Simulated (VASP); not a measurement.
# TaS2 (P-3m1) in VASP: further runs

The runs below take TaS2 through single point, with LDA.

Program: VASP 6.6.1. These are calculated values, not measurements. Logs are shortened: lines on timing, memory, paths and dates and some standing lists are left out, and cuts for length are marked.

**1. The cell of the first run**

It takes space group P-3m1 (No. 164, trigonal). The conventional cell has a = 3.350 Å, b = 3.350 Å, c = 5.919 Å, α = 90.00°, β = 90.00°, γ = 120.00°. Ta (site symmetry -3m) has 6 S at 2.44 Å within 3.2 Å. Within 3.2 Å of S (site symmetry 3m) lie 3 Ta at 2.44 Å.

**2. Single point, LDA (zz strain of +1 %)**

Input file INCAR:

```
ALGO     = Normal         # electronic algorithm
EDIFF    = 1E-6           # SCF threshold, eV
ENCUT    = 500            # plane-wave cutoff, eV
GGA      = CA             # functional
GGA_COMPAT= F            
ISIF     = 2              # what is computed and relaxed
ISMEAR   = -1             # smearing method
LASPH    = T              # aspherical terms in the spheres
LCHARG   = T              # write CHGCAR
LELF     = T              # ELF
LREAL    = F              # projectors in reciprocal space
LVHAR    = T            
LWAVE    = F              # write WAVECAR
NBANDS   = 18             # bands
NELM     = 120            # most SCF steps
PREC     = Accurate       # precision mode
SIGMA    = 0.03           # smearing width, eV
```

Input file KPOINTS:

```
k-points
0
Gamma
  9 9 5
```

Input file POSCAR:

```
TaS2
1.0
    3.3500021206      0.0000000000      0.0000000000
   -1.6750010603      2.9011869392      0.0000000000
    0.0000000000      0.0000000000      5.9186000000
Ta S
1 2
Direct
    0.0000000000      0.0000000000      0.0000000000
    0.3333333333      0.6666666667      0.2500000000
    0.6666666667      0.3333333333      0.7500000000
```

Potentials or basis: VASP PAW LDA potentials, release 64 (Ta_pv, S).

On the command line:

```
cat potpaw_LDA.64/Ta_pv/POTCAR potpaw_LDA.64/S/POTCAR > POTCAR
mpirun -np 1 vasp_std > vasp.out
```

OUTCAR:

```text
EDIFF = 1E-6
   ENCUT = 500
   GGA = CA
   ISIF = 2
   ISMEAR = -1
   LASPH = T
   LREAL = F
   NELM = 120
   PREC = Accurate

 ion  position               nearest neighbor table
   1  0.000  0.000  0.000-   2 2.44   3 2.44   3 2.44   2 2.44   3 2.44   2 2.44
   2  0.333  0.667  0.250-   1 2.44   1 2.44   1 2.44
   3  0.667  0.333  0.750-   1 2.44   1 2.44   1 2.44

  LATTYP: Found a hexagonal cell.
 ALAT       =     3.3500021206
 C/A-ratio  =     1.7667451503

  Lattice vectors:

 A1 = (   3.3500021206,   0.0000000000,   0.0000000000)
 A2 = (  -1.6750010603,   2.9011869392,   0.0000000000)
 A3 = (   0.0000000000,   0.0000000000,   5.9186000000)

Analysis of symmetry for initial positions (statically):
=====================================================================
 Subroutine PRICEL returns:
 Original cell was already a primitive cell.

 Routine SETGRP: Setting up the symmetry group for a
 hexagonal supercell.

 Subroutine GETGRP returns: Found 12 space group operations
 (whereof 12 operations were pure point group operations)
 out of a pool of 24 trial point group operations.

The static configuration has the point symmetry D_3d.

Analysis of symmetry for dynamics (positions and initial velocities):
=====================================================================
 Subroutine PRICEL returns:
 Original cell was already a primitive cell.

 Routine SETGRP: Setting up the symmetry group for a
 hexagonal supercell.

 Subroutine GETGRP returns: Found 12 space group operations
 (whereof 12 operations were pure point group operations)
 out of a pool of 24 trial point group operations.

The dynamic configuration has the point symmetry D_3d.

 Subroutine INISYM returns: Found 12 space group operations
 (whereof 12 operations are pure point group operations),
 and found     1 'primitive' translations

----------------------------------------------------------------------------------------

                                     Primitive cell

  volume of cell :      57.5228

  direct lattice vectors                    reciprocal lattice vectors
     3.350002121  0.000000000  0.000000000     0.298507274  0.172343255  0.000000000
    -1.675001060  2.901186939  0.000000000     0.000000000  0.344686510  0.000000000
     0.000000000  0.000000000  5.918600000     0.000000000  0.000000000  0.168958875

  length of vectors
     3.350002121  3.350002121  5.918600000     0.344686510  0.344686510  0.168958875

  position of ions in fractional coordinates (direct lattice)
     0.000000000  0.000000000  0.000000000
     0.333333333  0.666666667  0.250000000
     0.666666667  0.333333333  0.750000000

  ion indices of the primitive-cell ions
   primitive index   ion index
                 1           1
                 2           2
                 3           3

----------------------------------------------------------------------------------------

 KPOINTS: k-points

Automatic generation of k-mesh.
 Grid dimensions read from file:
 generate k-points for:    9    9    5

 Generating k-lattice:

  Cartesian coordinates                     Fractional coordinates (reciprocal lattice)
     0.033167475  0.019149251  0.000000000     0.111111111  0.000000000  0.000000000
     0.000000000  0.038298501  0.000000000     0.000000000  0.111111111  0.000000000
     0.000000000  0.000000000  0.033791775     0.000000000  0.000000000  0.200000000

  Length of vectors
     0.038298501  0.038298501  0.033791775

  Shift w.r.t. Gamma in fractional coordinates (k-lattice)
     0.000000000  0.000000000  0.000000000

 Subroutine IBZKPT returns following result:
 ===========================================

 Found     50 irreducible k-points:

 Following reciprocal coordinates:
            Coordinates               Weight
  0.000000  0.000000  0.000000      1.000000
  0.111111  0.000000  0.000000      6.000000
  0.222222  0.000000  0.000000      6.000000
  0.333333  0.000000  0.000000      6.000000
  0.444444  0.000000  0.000000      6.000000
  0.111111  0.111111  0.000000      6.000000
[... 16 lines left out ...]
  0.222222  0.111111  0.200000     12.000000
 -0.111111  0.333333  0.200000     12.000000
 [... further k-points ...]
   k-points           NKPTS =     50   k-points in BZ     NKDIM =     50   number of bands    NBANDS=     18
   number of dos      NEDOS =    301   number of ions     NIONS =      3
   total plane-waves  NPLWV =  27648
   dimension x,y,z NGX =    24 NGY =   24 NGZ =   48
   dimension x,y,z NGXF=    48 NGYF=   48 NGZF=   96
   ions per type =               1   2
   NGX,Y,Z   is equivalent  to a cutoff of  11.91, 11.91, 13.48 a.u.
   NGXF,Y,Z  is equivalent  to a cutoff of  23.82, 23.82, 26.97 a.u.
 SYSTEM =  unknown system
   PREC   = accura    normal or accurate (medium, high low for compatibility)
   ISTART =      0    job   : 0-new  1-cont  2-samecut
   ICHARG =      2    charge: 1-file 2-atom 10-const
   ISPIN  =      1    spin polarized calculation?
   LNONCOLLINEAR =      F non collinear calculations
   LSORBIT =      F    spin-orbit coupling
   LASPH  =      T    aspherical Exc in radial PAW
   ENCUT  =  500.0 eV  36.75 Ry    6.06 a.u.   6.11  6.11 10.79*2*pi/ulx,y,z
   NELM   =    120;   NELMIN=  2; NELMDL= -5     # of ELM steps
   EDIFF  = 0.1E-05   stopping-criterion for ELM
   LREAL  =      F    real-space projection
   EDIFFG = 0.1E-04   stopping-criterion for IOM
   NSW    =      0    number of steps for IOM
   IBRION =     -1    ionic relax: 0-MD 1-quasi-New 2-CG
   NFREE  =      0    steps in history (QN), initial steepest desc. (CG)
   ISIF   =      2    stress and relaxation
   ISYM   =      2    0-nonsym 1-usesym 2-fastsym
   POTIM  = 0.5000    time-step for ionic-motion
   TEBEG  =    0.0;   TEEND  =   0.0 temperature during run
   PSTRESS=    0.0 pullay stress
   NELECT =      23.0000    total number of electrons
   NUPDOWN=      -1.0000    fix difference up-down
   EMIN   =  10.00;   EMAX   =-10.00  energy-range for DOS
   EFERMI =   0.00;   METHOD = LEGACY
   ISMEAR =    -1;   SIGMA  =   0.03  broadening in eV -4-tet -1-fermi 0-gaus
   EFERMI_NEDOS =   21; number of points for ismear=-14 and -15
   IALGO  =     38    algorithm
   IMIX   =      4    mixing-type and parameters
     AMIX     =   0.40;   BMIX     =  1.00
     AMIX_MAG =   1.60;   BMIX_MAG =  1.00
  volume/ion in A,a.u.               =      19.17       129.39
  Fermi-wavevector in a.u.,A,eV,Ry     =   1.206065  2.279133 19.790948  1.454594
  Thomas-Fermi vector in A             =   2.341743
   LORBIT       =      0    0 simple, 1 ext, 2 COOP (PROOUT), +10 PAW based schemes
   GGA     = CA    functional components
   LHFCALC =     F    Hartree Fock is set to
   AEXX    =    0.0000 exact exchange contribution
   IVDW    =     0    specifies the selected vdW correction
   LEPSILON=     F    determine dielectric tensor
   LRPA    =     F    only Hartree local field effects (RPA)
 non-spin polarized calculation
  energy-cutoff  :      500.00
  volume of cell :       57.52
 maximum number of plane-waves:      1485
   NGX = 13   NGY = 13   NGZ = 21

 number of electron      23.0000002 magnetization

 Free energy of the ion-electron system (eV)
  ---------------------------------------------------
  ext. energy  EPLUGINS =         0.00000000
  ---------------------------------------------------
  free energy    TOTEN  =       -25.45272299 eV

  energy without entropy =      -25.44648996  energy(sigma->0) =      -25.44960648

 E-fermi :   5.3635     XC(G=0): -10.7722

 val. band max:        5.3455770356   @ k =   0.2222   0.1111   0.0000
 cond. band min:       5.3702163336   @ k =   0.1111   0.0000   0.0000
 fundamental gap:      0.0246392980
 Fermi energy:         5.3634627915

 k-point     1 :       0.0000    0.0000    0.0000
  band No.  band energies     occupation
      1     -29.6773      2.00000
      2     -29.6520      2.00000
      3     -29.6520      2.00000
      4      -9.5916      2.00000
      5      -7.5460      2.00000
      6      -1.5426      2.00000
[... 10 lines left out ...]
     17      10.6357      0.00000
     18      10.7313      0.00000

 k-point     2 :       0.1111    0.0000    0.0000
  band No.  band energies     occupation
      1     -29.6887      2.00000
      2     -29.6703      2.00000
      3     -29.6603      2.00000
      4      -9.3987      2.00000
      5      -7.5521      2.00000
      6      -1.3105      2.00000
[... 10 lines left out ...]
     17      11.4507      0.00000
     18      11.6771      0.00000

 k-point     3 :       0.2222    0.0000    0.0000
  band No.  band energies     occupation
      1     -29.7804      2.00000
      2     -29.6814      2.00000
      3     -29.6525      2.00000
      4      -8.8762      2.00000
      5      -7.5636      2.00000
      6      -0.6927      2.00000
[... 10 lines left out ...]
     17      12.4935      0.00000
     18      12.8110      0.00000

 k-point     4 :       0.3333    0.0000    0.0000
  band No.  band energies     occupation
      1     -29.8825      2.00000
      2     -29.7052      2.00000
      3     -29.6322      2.00000
      4      -8.2318      2.00000
      5      -7.5232      2.00000
      6      -0.4993      2.00000
[... 375 lines left out ...]
      4      -8.9658      2.00000
      5      -7.6814      2.00000
      6      -0.6522      2.00000
[... 10 lines left out ...]
     17      12.6537      0.00000
     18      12.9068      0.00000

 k-point    23 :       0.2222    0.1111    0.2000
  band No.  band energies     occupation
      1     -29.8386      2.00000
      2     -29.7086      2.00000
      3     -29.6388      2.00000
      4      -8.3441      2.00000
      5      -7.6797      2.00000
      6      -0.0460      2.00000
[... 10 lines left out ...]
     17      13.0375      0.00000
     18      13.1433      0.00000

 k-point    24 :      -0.1111    0.3333    0.2000
  band No.  band energies     occupation
      1     -29.8386      2.00000
      2     -29.7086      2.00000
      3     -29.6388      2.00000
      4      -8.3991      2.00000
      5      -7.6007      2.00000
      6      -0.4216      2.00000
[... 10 lines left out ...]
     17      12.0157      0.00000
     18      12.8145      0.00000

 [... further k-points ...]

------------------------ aborting loop because EDIFF is reached ----------------------------------------

  FORCE on cell =-STRESS in cart. coord.  units (eV):
  Direction    XX          YY          ZZ          XY          YZ          ZX
  --------------------------------------------------------------------------------------
  -------------------------------------------------------------------------------------
  Total       -0.4006949     -0.4006949      1.1307761      0.0000000      0.0000000      0.0000000
  in kB      -11.1605233    -11.1605233     31.4954215      0.0000000      0.0000000      0.0000000
  external PRESSURE =       3.0581250 kB  Pullay stress =       0.0000000 kB

 VOLUME and BASIS-vectors are now :
 -----------------------------------------------------------------------------
  energy-cutoff  :      500.00
  volume of cell :       57.52
      direct lattice vectors                 reciprocal lattice vectors
     3.350002121  0.000000000  0.000000000     0.298507274  0.172343255  0.000000000
    -1.675001060  2.901186939  0.000000000     0.000000000  0.344686510  0.000000000
     0.000000000  0.000000000  5.918600000     0.000000000  0.000000000  0.168958875

 POSITION                                       TOTAL-FORCE (eV/Angst)
 -----------------------------------------------------------------------------------
      0.00000      0.00000      0.00000         0.000000      0.000000      0.000000
     -0.00000      1.93412      1.47965         0.000000      0.000000      0.599217
      1.67500      0.96706      4.43895        -0.000000      0.000000     -0.599217
 -----------------------------------------------------------------------------------
    total drift:                               -0.000000      0.000000      0.000000

  FREE ENERGIE OF THE ION-ELECTRON SYSTEM (eV)
  ---------------------------------------------------
  free  energy   TOTEN  =       -25.4527229892 eV

  energy  without entropy=      -25.4464899613  energy(sigma->0) =      -25.44960648
```

Wall time 29 s (1 thread of Intel Xeon Platinum 8259CL at 2.50GHz (Skylake/Cascade Lake), shared host); peak memory 0.17 GiB.

Results:

```
Free energy   : -25.4527 eV
Pressure      : 0.3 GPa
Largest force : 0.599 eV/Å
```

Forces on the atoms (eV/Å):
```
Ta   0.000  0.000  0.000
S    0.000  0.000  0.599
S    0.000  0.000 -0.599
```

Levels at points of the mesh, in eV from the Fermi level:
| k point | band 8 | band 9 | band 10 | band 11 | band 12 | band 13 | band 14 | band 15 |
| --- | --- | --- | --- | --- | --- | --- | --- | --- |
| (0.00, 0.00, 0.00) | -4.12 | -1.29 | -0.66 | -0.66 | 0.04 | 0.04 | 0.20 | 4.08 |

Caveat: the cell differs from its parent crystal (zz strain of +1 %); spin-orbit coupling is left out, which moves the levels of the heavy elements.

**3. Single point, LDA (zz strain of +2 %)**

Input file INCAR:

```
PREC = Accurate
ENCUT = 500
EDIFF = 1E-6
ISMEAR = -1
SIGMA = 0.03
LREAL = F
LASPH = T
NELM = 120
ALGO = Normal
ISIF = 2
LWAVE = F
LCHARG = T
LELF = T
LVHAR = T
NBANDS = 18
GGA_COMPAT = F
```

Input file KPOINTS:

```
regular mesh
0
Gamma
  9 9 5
```

Changes to POSCAR since step 2:

```diff
@@ -4,3 +4,3 @@
    -1.6750010603      2.9011869392      0.0000000000
-    0.0000000000      0.0000000000      5.9186000000
+    0.0000000000      0.0000000000      5.9772000000
 Ta S
```

Potentials or basis: VASP PAW LDA potentials, release 64 (Ta_pv, S).

On the command line:

```
cat potpaw_LDA.64/Ta_pv/POTCAR potpaw_LDA.64/S/POTCAR > POTCAR
mpirun -np 1 vasp_std > vasp.out
```

OUTCAR:

```text
PREC = Accurate
   ENCUT = 500
   EDIFF = 1E-6
   ISMEAR = -1
   LREAL = F
   LASPH = T
   NELM = 120
   ISIF = 2

 ion  position               nearest neighbor table
   1  0.000  0.000  0.000-   2 2.44   3 2.44   3 2.44   2 2.44   3 2.44   2 2.44
   2  0.333  0.667  0.250-   1 2.44   1 2.44   1 2.44
   3  0.667  0.333  0.750-   1 2.44   1 2.44   1 2.44

  LATTYP: Found a hexagonal cell.
 ALAT       =     3.3500021206
 C/A-ratio  =     1.7842376765

  Lattice vectors:

[... 675 lines left out ...]
      5      -7.6840      2.00000
      6      -0.4681      2.00000
[... 10 lines left out ...]
     17      11.8527      0.00000
     18      12.7147      0.00000

 [... further k-points ...]
[... 5 lines left out ...]
  --------------------------------------------------------------------------------------
  -------------------------------------------------------------------------------------
  Total       -0.7845364     -0.7845364      0.4099560      0.0000000      0.0000000      0.0000000
  in kB      -21.6374010    -21.6374010     11.3065271      0.0000000      0.0000000      0.0000000
  external PRESSURE =     -10.6560916 kB  Pullay stress =       0.0000000 kB

 VOLUME and BASIS-vectors are now :
 -----------------------------------------------------------------------------
  energy-cutoff  :      500.00
  volume of cell :       58.09
      direct lattice vectors                 reciprocal lattice vectors
     3.350002121  0.000000000  0.000000000     0.298507274  0.172343255  0.000000000
    -1.675001060  2.901186939  0.000000000     0.000000000  0.344686510  0.000000000
     0.000000000  0.000000000  5.977200000     0.000000000  0.000000000  0.167302416

 POSITION                                       TOTAL-FORCE (eV/Angst)
 -----------------------------------------------------------------------------------
      0.00000      0.00000      0.00000         0.000000      0.000000      0.000000
     -0.00000      1.93412      1.49430         0.000000      0.000000      0.369400
      1.67500      0.96706      4.48290        -0.000000     -0.000000     -0.369400
 -----------------------------------------------------------------------------------
    total drift:                               -0.000000      0.000000      0.000000

  FREE ENERGIE OF THE ION-ELECTRON SYSTEM (eV)
  ---------------------------------------------------
  free  energy   TOTEN  =       -25.4605747360 eV

  energy  without entropy=      -25.4547709642  energy(sigma->0) =      -25.45767285
```

It took 31 s on 1 thread of Intel Xeon Platinum 8259CL at 2.50GHz (Skylake/Cascade Lake), shared host; peak memory 0.18 GiB.

Results:

| Item | Value |
| --- | --- |
| Free energy | -25.4606 eV |
| Pressure | -1.1 GPa |
| Largest force | 0.369 eV/Å |

Forces in eV/Å, atoms in the order of the input:
```
Ta   0.000  0.000  0.000
S    0.000  0.000  0.369
S    0.000  0.000 -0.369
```

Caveat: the cell differs from its parent crystal (zz strain of +2 %); spin-orbit coupling is left out, which moves the levels of the heavy elements.

**4. Single point, LDA (zz strain of +3 %)**

Input file INCAR:

```
SYSTEM = TaS2
  PREC = Accurate
  ENCUT = 500
  EDIFF = 1E-6
  ISMEAR = -1
  SIGMA = 0.03
  LREAL = .False.
  LASPH = .True.
  NELM = 120
  ALGO = Normal
  ISIF = 2
  LWAVE = .False.
  LCHARG = .False.
  GGA = CA
  NBANDS = 18
  GGA_COMPAT = .False.
```

Input file KPOINTS:

```
Automatic mesh
0
Gamma
  9 9 5
  0 0 0
```

Changes to POSCAR since step 3:

```diff
@@ -4,3 +4,3 @@
    -1.6750010603      2.9011869392      0.0000000000
-    0.0000000000      0.0000000000      5.9772000000
+    0.0000000000      0.0000000000      6.0358000000
 Ta S
```

On the command line:

```
cat potpaw_LDA.64/Ta_pv/POTCAR potpaw_LDA.64/S/POTCAR > POTCAR
mpirun -np 1 vasp_std > vasp.out
```

Wall time 35 s (1 thread of Intel Xeon Platinum 8259CL at 2.50GHz (Skylake/Cascade Lake), shared host); peak memory 0.18 GiB.

Results (log left out):

```
Free energy   : -25.4613 eV
Pressure      : -2.4 GPa
Largest force : 0.138 eV/Å
```

Forces on the atoms (eV/Å):
```
Ta   0.000  0.000  0.000
S    0.000  0.000  0.138
S    0.000  0.000 -0.138
```

Stress tensor (GPa, compression positive):
```
-3.13  0.00  0.00
 0.00 -3.13  0.00
 0.00  0.00 -0.87
```

Levels at points of the mesh, in eV from the Fermi level:
| k point | band 9 | band 10 | band 11 | band 12 | band 13 | band 14 | band 15 | band 16 |
| --- | --- | --- | --- | --- | --- | --- | --- | --- |
| (0.00, 0.00, 0.00) | -1.36 | -0.59 | -0.59 | 0.11 | 0.11 | 0.11 | 4.01 | 4.01 |

Caveat: the cell differs from its parent crystal (zz strain of +3 %); spin-orbit coupling is left out, which moves the levels of the heavy elements.

**5. Summary**

| cell | gap on the mesh (eV) | pressure (GPa) | largest force (eV/Å) |
| --- | --- | --- | --- |
| a = 3.350, b = 3.350, c = 5.919 Å, angles 90.0, 90.0, 120.0°, 3 atoms | none | 0.3 | 0.60 |
| a = 3.350, b = 3.350, c = 5.977 Å, angles 90.0, 90.0, 120.0°, 3 atoms | none | -1.1 | 0.37 |
| a = 3.350, b = 3.350, c = 6.036 Å, angles 90.0, 90.0, 120.0°, 3 atoms | none | -2.4 | 0.14 |

Alike in all rows: task single point; level LDA; potentials or basis VASP PAW LDA potentials, release 64 (Ta_pv, S); no spin polarisation; k mesh 9 × 9 × 5; cutoff (eV) 500; smearing fermi-dirac 0.03 eV.

Caveats: spin-orbit coupling is left out, which moves the levels of the heavy elements.

Absolute energies hang on the potentials; compare differences alone.
